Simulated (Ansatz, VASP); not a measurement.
Rh in VASP and in Ansatz

File INCAR:

```
ALGO = Normal
EDIFF = 1E-6
ENCUT = 520
GGA = CA
ISIF = 2
ISMEAR = -1
LASPH = True
LCHARG = True
LELF = True
LREAL = False
LVHAR = True
LWAVE = False
NBANDS = 14
NELM = 100
PREC = Accurate
SIGMA = 0.05
```

The input KPOINTS:

```
k-points
0
Gamma
  17 17 17
```

The input POSCAR:

```
Rh
1.0
    0.0000000000      1.7423242667      1.7423242667
    1.7423242667      0.0000000000      1.7423242667
    1.7423242667      1.7423242667      0.0000000000
Rh
1
Direct
    0.0000000000      0.0000000000      0.0000000000
```

Input for Ansatz:

```yaml
crystal:
  lattice:
    - [0.0, 1.7423242667, 1.7423242667]
    - [1.7423242667, 0.0, 1.7423242667]
    - [1.7423242667, 1.7423242667, 0.0]
  atoms:
    - { symbol: Rh, position: [0.0, 0.0, 0.0] }
kpoints:
  mp_grid: { grid: [17, 17, 17] }
scf:
  occupations: { method: fermi_dirac, width: 0.05 }
hamiltonian:
  xc: lda
  pseudopotentials: { kind: all_electron, lapw: { basis_error: 0.001 } }
output:
  forces: true
  stress: true
  eigenvalues: true
  populations: true
```

Change from the starting cell: volume scaled by 0.8, LAPW.

Alike in both runs: task single point; functional LDA; k mesh 17 × 17 × 17; occupations fermi-dirac, width 0.05 eV; no spin polarisation.

|  | VASP | Ansatz |
| --- | --- | --- |
| version | VASP 6.6.1 | Ansatz 0.2.0 |
| potentials or method | VASP PAW LDA potentials, release 64 (Rh_pv), cutoff 520 eV | all-electron LAPW, scalar-relativistic |

```tsv
	VASP	Ansatz	Ansatz less VASP
pressure (GPa)	125.7	123.4	-2.34
```

LDA's correlation is that of Perdew and Zunger in VASP and of Perdew and Wang (1992) in Ansatz. Both programs put the cell under a high pressure, so it lies far from rest at this level. Ansatz ran all-electron here, and VASP with PAW potentials.

Noted on VASP's run: the cell as given lies far from equilibrium.
